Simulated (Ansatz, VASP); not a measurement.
**YN in VASP and in Ansatz**

INCAR

```
SYSTEM = YN
PREC = Accurate ; ENCUT = 600
EDIFF = 1E-6 ; ISMEAR = 0
SIGMA = 0.1 ; LREAL = .FALSE.
LASPH = .TRUE. ; NELM = 120
ALGO = Normal ; ISIF = 2
LWAVE = .FALSE. ; LCHARG = .FALSE.
GGA = PE ; IVDW = 12
NBANDS = 15 ; GGA_COMPAT = .FALSE.
```

KPOINTS

```
Automatic mesh
0
G
  6 6 6
  0 0 0
```

The input POSCAR:

```
YN
1.0
    0.0000000000      2.4483614000      2.4483614000
    2.4483614000      0.0000000000      2.4483614000
    2.4483614000      2.4483614000      0.0000000000
Y N
1 1
Direct
    0.0000000000      0.0000000000      0.0000000000
    0.5000000000      0.5000000000      0.5000000000
```

Input for Ansatz:

```yaml
crystal:
  lattice:
    - [0.0, 2.4483614, 2.4483614]
    - [2.4483614, 0.0, 2.4483614]
    - [2.4483614, 2.4483614, 0.0]
  atoms:
    - { symbol: "Y", position: [0.0, 0.0, 0.0] }
    - { symbol: "N", position: [0.5, 0.5, 0.5] }
basis:
  ecutwfc: 420
kpoints:
  mp_grid: { grid: [6, 6, 6] }
hamiltonian:
  xc: pbe
  dispersion: d3bj
scf:
  occupations: { method: gaussian, width: 0.1 }
  lower_state_search: "off"
output:
  forces: true
  stress: true
  eigenvalues: true
```

Alike in both runs: task single point; functional PBE; dispersion D3(BJ); k mesh 6 × 6 × 6; occupations gaussian, width 0.1 eV; no spin polarisation.

|  | VASP | Ansatz |
| --- | --- | --- |
| version | VASP 6.6.1 | Ansatz 0.2.0 |
| potentials or method | VASP PAW PBE potentials, release 64 (Y_sv, N), cutoff 600 eV | scalar-relativistic, plane waves, PAW |
| valence electrons in the cell | 16 | 16 |

|  | VASP | Ansatz | Ansatz less VASP |
| --- | --- | --- | --- |
| gap on the k mesh at the Fermi level (eV) | 0.19 | 0.19 | +0.003 |
| least direct gap on the mesh (eV) | 0.58 | 0.58 | +0.004 |
| pressure (GPa) | -2.9 | -2.6 | +0.26 |
